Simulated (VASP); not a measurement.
A run of VASP 6.6.1 is set up as follows.

Contents of INCAR:

```
SYSTEM = MoS2
PREC = Accurate
ENCUT = 520
EDIFF = 1E-6
ISMEAR = 0
SIGMA = 0.02
LREAL = .FALSE.
LASPH = .TRUE.
NELM = 60
ALGO = Normal
ISIF = 2
LWAVE = .FALSE.
LCHARG = .FALSE.
GGA = PS
NBANDS = 35
```

File KPOINTS:

```
Automatic mesh
0
G
  12 12 2
  0 0 0
```

POSCAR

```
MoS2
1.0
    3.1409019108      0.0000000000      0.0000000000
   -1.5704509554      2.7201008455      0.0000000000
    0.0000000000      0.0000000000     21.5685039531
Mo S
2 4
Direct
    0.6666666667      0.3333333333      0.1457621345
    0.3333333333      0.6666666667      0.8542378655
    0.3333333333      0.6666666667      0.2179999013
    0.6666666667      0.3333333333      0.9265417707
    0.3333333333      0.6666666667      0.0734582293
    0.6666666667      0.3333333333      0.7820000987
```

Potentials or basis: VASP PAW PBE potentials, release 64 (Mo_sv, S).

The run is started by

```sh
$ cat potpaw_PBE.64/Mo_sv/POTCAR potpaw_PBE.64/S/POTCAR > POTCAR
$ mpirun -np 1 vasp_std > vasp.out
```

(1) Estimate the band gap on the k mesh.

## Answers

(1) 1.39 eV, indirect (least direct gap 1.78 eV).
